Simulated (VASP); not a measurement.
## Te2Mo: single point with LDA

Crystal: Te2Mo.

```
CELL_PARAMETERS angstrom
1.77341 1.02388 7.10414
-1.77341 1.02388 7.10414
0.00000 -2.04776 7.10414
ATOMIC_POSITIONS crystal
Mo 0.99996 0.99996 0.99996
Te 0.41742 0.41742 0.41742
Te 0.24928 0.24928 0.24928
```

- Program: VASP 6.6.1
- Task: single point
- Functional: LDA
- Potentials or basis: VASP PAW LDA potentials, release 64 (Mo_sv, Te)
- Cutoff: 520 eV
- k mesh: 4 × 4 × 4
- Occupations: gaussian, width 0.01 eV
- Spin: no spin polarisation

```
Pressure               : -3.7 GPa
Largest force          : 0.226 eV/Å
Band gap on the k mesh : 0.95 eV, indirect (least direct gap 1.43 eV)
```

Forces on the atoms (eV/Å):
```
Mo   0.000  0.000 -0.008
Te   0.000  0.000 -0.217
Te   0.000  0.000  0.226
```

Stress tensor (GPa, compression positive):
```
-4.09  0.00  0.00
 0.00 -4.09  0.00
 0.00  0.00 -2.95
```

Levels at points of the mesh, in eV from the valence-band top:
```
           k point  band 11  band 12  band 13  band 14  band 15  band 16
(0.00, 0.00, 0.00)    -1.10    -0.98    -0.42     2.80     2.80     3.25
(0.50, 0.00, 0.00)    -1.52    -1.02    -0.41     1.23     1.45     3.05
(0.50, 0.50, 0.00)    -2.10    -0.83    -0.64     1.18     1.60     2.75
(0.50, 0.50, 0.50)    -1.08    -1.08     0.00     2.95     2.95     3.09
```

It took 35 s on 1 thread of Intel(R) Xeon(R) 6975P-C (Granite Rapids), with other jobs on the host, peak memory 0.32 GiB.

Caveat: the k points lie up to 0.52 Å⁻¹ apart; spin-orbit coupling is left out, which moves the levels of the heavy elements. A k mesh can miss the band edges.
